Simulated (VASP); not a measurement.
Input of a VASP 6.6.1 run:

The input INCAR:

```
  PREC = Accurate
  ENCUT = 600
  EDIFF = 1E-7
  ISMEAR = 0
  SIGMA = 0.1
  LREAL = False
  LASPH = True
  NELM = 80
  ALGO = Normal
  ISIF = 3
  LWAVE = False
  LCHARG = False
  GGA = PE
  IBRION = 2
  NSW = 90
  EDIFFG = -0.04
```

Contents of KPOINTS:

```
Automatic mesh
0
Gamma
  4 4 4
```

The input POSCAR:

```
InGa3P4
1.0
    5.4433704600      0.0000000000      0.0000000000
    0.0000000000      5.4433704600      0.0000000000
    0.0000000000      0.0000000000      5.4433704600
In Ga P
1 3 4
Direct
    0.5000000000      0.5000000000      0.5000000000
    0.0000000000      0.0000000000      0.5000000000
    0.0000000000      0.5000000000      0.0000000000
    0.5000000000      0.0000000000      0.0000000000
    0.7500000000      0.7500000000      0.7500000000
    0.7500000000      0.2500000000      0.2500000000
    0.2500000000      0.7500000000      0.2500000000
    0.2500000000      0.2500000000      0.7500000000
```

Potentials or basis: VASP PAW PBE potentials, release 64 (In_d, Ga_d, P).

The run is started by

```bash
$ cat potpaw_PBE.64/In_d/POTCAR potpaw_PBE.64/Ga_d/POTCAR potpaw_PBE.64/P/POTCAR > POTCAR
$ mpirun -np 1 vasp_std > vasp.out
```

Problem. Estimate the band gap on the k mesh.

Solution. 1.04 eV.

Problem. Predict the relaxed volume.

Solution. 22.21 Å³/atom.

Final structure:
```xyz
8
Lattice="5.6221 0.0000 0.0000 0.0000 5.6221 0.0000 0.0000 0.0000 5.6221" Properties=species:S:1:pos:R:3 pbc="T T T"
In    2.8110    2.8110    2.8110
Ga    5.6221    5.6221    2.8110
Ga    5.6221    2.8110    5.6221
Ga    2.8110    5.6221    5.6221
P     4.2732    4.2732    4.2732
P     4.2732    1.3489    1.3489
P     1.3489    4.2732    1.3489
P     1.3489    1.3489    4.2732
```

Caveat: spin-orbit coupling is left out, which moves the levels of the heavy elements. A k mesh can miss the band edges.
